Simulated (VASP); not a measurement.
The system is GaP2.

```xyz
6
Lattice="4.4565 0.0000 0.0000 -2.2283 3.8595 0.0000 0.0000 0.0000 7.0490" Properties=species:S:1:pos:R:3 pbc="T T T"
Ga    0.0000    0.0000    1.7622
Ga    0.0000    0.0000    5.2867
P     0.0000    2.5730    3.2002
P     2.2283    1.2865    6.7247
P     0.0000    2.5730    0.3243
P     2.2283    1.2865    3.8487
```

The cell was generated, and may not be a known phase.

* Program: VASP 6.6.1
* Task: relaxation of cell and atoms
* Functional: PBE
* Potentials or basis: VASP PAW PBE potentials, release 64 (Ga_d, P)
* Cutoff: 600 eV
* k mesh: 6 × 6 × 4
* Occupations: gaussian, width 0.1 eV
* Spin: no spin polarisation

At the start: pressure -7.5 GPa; volume 20.21 Å³/atom.

**Question.** How do energy, volume and symmetry change on relaxing?

**Answer.** Over 28 steps the energy falls by 143.6 meV/atom and the volume is 18.09 Å³/atom (-10.5 %); space group P6_3/mmc (No. 194, to 0.1 Å) before and after.

Step by step:
```
step  energy change (eV)  largest force (eV/Å)  pressure (GPa)  volume (Å³)
   1              0.0000                0.1567           -7.47       121.24
   2             -0.5734                0.1283           -2.45       105.44
   3             -0.6233                0.0273            0.62       100.24
   4             -0.6718                0.0874            0.96       100.34
   5             -0.7717                0.0947            2.34       100.40
   6             -0.8006                0.0556            0.68       103.27
   7             -0.8040                0.0576            0.14       104.43
   8             -0.8043                0.0615           -0.03       104.85
   9             -0.8043                0.0631           -0.11       105.00
  10             -0.8052                0.0791           -0.05       104.98
  11             -0.8087                0.1229            0.19       104.91
  12             -0.8178                0.1600            0.65       104.76
  13             -0.8295                0.0955            1.69       104.45
  14             -0.8296                0.0838            1.88       104.40
  15             -0.8297                0.0833            1.86       104.41
  16             -0.8300                0.0813            1.89       104.42
  17             -0.8305                0.0772            1.92       104.45
  18             -0.8315                0.0684            2.01       104.51
  19             -0.8328                0.0461            2.16       104.62
  20             -0.8316                0.0239            2.50       104.85
  21             -0.8331                0.0312            2.28       104.68
  22             -0.8349                0.0294            2.20       104.82
  23             -0.8399                0.0226            2.00       105.21
  24             -0.8483                0.0036            1.60       106.02
  25             -0.8578                0.0498            0.85       107.63
  26             -0.8588                0.0765            0.53       108.35
  27             -0.8598                0.0633            0.45       108.40
  28             -0.8616                0.0252            0.20       108.53
```

Final structure:
```yaml
crystal:
  lattice:
    - [4.00485, 0.00000, 0.00000]
    - [-2.00243, 3.46830, 0.00000]
    - [0.00000, 0.00000, 7.81384]
  atoms:
    - { symbol: Ga, position: [0.00000, 0.00000, 0.25000] }
    - { symbol: Ga, position: [0.00000, 0.00000, 0.75000] }
    - { symbol: P, position: [0.33333, 0.66667, 0.46666] }
    - { symbol: P, position: [0.66667, 0.33333, 0.96666] }
    - { symbol: P, position: [0.33333, 0.66667, 0.03334] }
    - { symbol: P, position: [0.66667, 0.33333, 0.53334] }
```
